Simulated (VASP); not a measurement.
Crystal: SiNi (NiAs type).

```
Ni Si
1.0
     3.31134    0.00000    0.00000
    -1.65567    2.86770    0.00000
     0.00000    0.00000    5.13257
Ni Si
2 2
Direct
  0.00000 0.00000 0.00000
  0.00000 0.00000 0.50000
  0.33333 0.66667 0.25000
  0.66667 0.33333 0.75000
```

* Program: VASP 6.6.1
* Task: relaxation of cell and atoms
* Functional: PBE
* Potentials or basis: VASP PAW PBE potentials, release 64 (Ni, Si)
* Cutoff: 600 eV
* k mesh: 11 × 11 × 6
* Occupations: fermi-dirac, width 0.1 eV
* Spin: no spin polarisation

At the start: pressure 9.5 GPa; volume 12.18 Å³/atom.

Problem. How do energy, volume and symmetry change on relaxing?

Solution. Over 23 steps the energy falls by 59.0 meV/atom and the volume is 12.86 Å³/atom (+5.6 %); space group P6_3/mmc (No. 194, to 0.1 Å) before and after.

Step by step:
| step | energy change (eV) | largest force (eV/Å) | pressure (GPa) | volume (Å³) |
| --- | --- | --- | --- | --- |
| 1 | 0.0000 | 0.0000 | 9.52 | 48.74 |
| 2 | -0.0913 | 0.0000 | -7.03 | 54.00 |
| 3 | -0.1225 | 0.0000 | -2.17 | 52.15 |
| 4 | -0.1904 | 0.0000 | -1.70 | 51.98 |
| 5 | -0.2355 | 0.0000 | -0.66 | 51.70 |
| 6 | -0.2357 | 0.0000 | -0.69 | 51.67 |
| 7 | -0.2357 | 0.0000 | -0.65 | 51.68 |
| 8 | -0.2356 | 0.0000 | 0.91 | 51.23 |
| 9 | -0.2362 | 0.0000 | 0.01 | 51.45 |
| 10 | -0.2362 | 0.0000 | 0.04 | 51.46 |
| 11 | -0.2361 | 0.0000 | -0.26 | 51.57 |
| 12 | -0.2362 | 0.0000 | -0.21 | 51.49 |
| 13 | -0.2362 | 0.0000 | -0.10 | 51.47 |
| 14 | -0.2362 | 0.0000 | 0.07 | 51.46 |
| 15 | -0.2362 | 0.0000 | -0.12 | 51.46 |
| 16 | -0.2362 | 0.0000 | 0.12 | 51.41 |
| 17 | -0.2362 | 0.0000 | 0.08 | 51.43 |
| 18 | -0.2362 | 0.0000 | 0.21 | 51.44 |
| 19 | -0.2362 | 0.0000 | 0.19 | 51.45 |
| 20 | -0.2362 | 0.0000 | 0.08 | 51.46 |
| 21 | -0.2362 | 0.0000 | -0.19 | 51.46 |
| 22 | -0.2362 | 0.0000 | 0.15 | 51.46 |
| 23 | -0.2362 | 0.0000 | -0.04 | 51.46 |

Final structure:
```
CELL_PARAMETERS angstrom
3.50810 0.00000 0.00000
-1.75405 3.03810 0.00000
0.00000 0.00000 4.82790
ATOMIC_POSITIONS crystal
Ni 0.00000 0.00000 0.00000
Ni 0.00000 0.00000 0.50000
Si 0.33333 0.66667 0.25000
Si 0.66667 0.33333 0.75000
```
